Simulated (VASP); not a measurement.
Input of a VASP 6.6.1 run:

INCAR

```
SYSTEM = Ge2Sb2Se
ALGO = Normal
EDIFF = 1E-6
EDIFFG = -0.04
ENCUT = 600
GGA = PE
IBRION = 2
ISIF = 3
ISMEAR = 0
LASPH = .TRUE.
LCHARG = .FALSE.
LREAL = .FALSE.
LWAVE = .FALSE.
NELM = 100
NSW = 90
PREC = Accurate
SIGMA = 0.1
```

Contents of KPOINTS:

```
k-points
0
G
  6 6 2
  0 0 0
```

Contents of POSCAR:

```
Ge2Sb2Se
1.0
    4.4171871200      0.0000000000      0.0000000000
   -2.2085935600      3.8253962600      0.0000000000
    0.0000000000      0.0000000000      7.9581950500
Ge Sb Se
2 2 1
Direct
    0.0000000000      0.0000000000      0.2795328700
    0.0000000000      0.0000000000      0.7204671300
    0.3333333300      0.6666666700      0.1966173100
    0.6666666700      0.3333333300      0.8033826900
    0.0000000000      0.0000000000      0.5000000000
```

Potentials or basis: VASP PAW PBE potentials, release 64 (Ge_d, Sb, Se).

Launch:

```console
$ cat potpaw_PBE.64/Ge_d/POTCAR potpaw_PBE.64/Sb/POTCAR potpaw_PBE.64/Se/POTCAR > POTCAR
$ mpirun -np 1 vasp_std > vasp.out
```

Task: Estimate the band gap on the k mesh.

Result: Zero (band 22 reaches 4.19 eV, above the bottom of band 23 at 3.57 eV).

Task: Predict the relaxed cell.

Result: a = 4.307 Å, b = 4.307 Å, c = 9.487 Å, α = 90.00°, β = 90.00°, γ = 120.00°.

Task: What does it give for the space group after relaxing (to 0.05 Å)?

Result: P-3m1 (No. 164).

The path:
```
step  energy change (eV)  largest force (eV/Å)  pressure (GPa)  volume (Å³)
   1              0.0000               23.4640           41.64       134.47
   3             -6.6943                0.1014           -3.92       268.58
   5             -7.5037                0.3161           -1.64       233.39
   7             -9.8397                0.7394            3.05       157.80
   9             -9.9497                0.6593            4.72       152.41
  11            -10.4362                0.5617           -0.52       170.12
  13            -10.4406                0.5552           -0.98       172.38
  15            -10.5166                0.8035            0.30       166.82
  17            -10.7058                1.0886            0.84       162.72
  19            -10.7997                1.0764            6.40       144.62
  21            -11.0649                0.7337            2.81       152.60
  23            -11.3043                0.2517            1.89       152.81
  25            -11.3485                0.4627            1.44       154.10
  27            -11.4111                0.8891           -1.82       165.35
  29            -11.4644                0.7172           -0.89       161.22
  31            -11.6770                0.2402            0.43       156.32
  33            -11.7291                0.2875            0.86       153.19
  35            -11.7547                0.5960            0.93       151.69
  37            -11.7742                0.5067           -0.01       152.54
  39            -11.7973                0.0685            0.01       152.16
  41            -11.7975                0.0572            0.00       152.21
  42            -11.7979                0.0354            0.02       152.38
```

Caveat: the k points lie up to 0.33 Å⁻¹ apart in the final cell; spin-orbit coupling is left out, which moves the levels of the heavy elements; this functional lacks dispersion, which binds the layers, so the pressure and a relaxed spacing across them are unreliable.
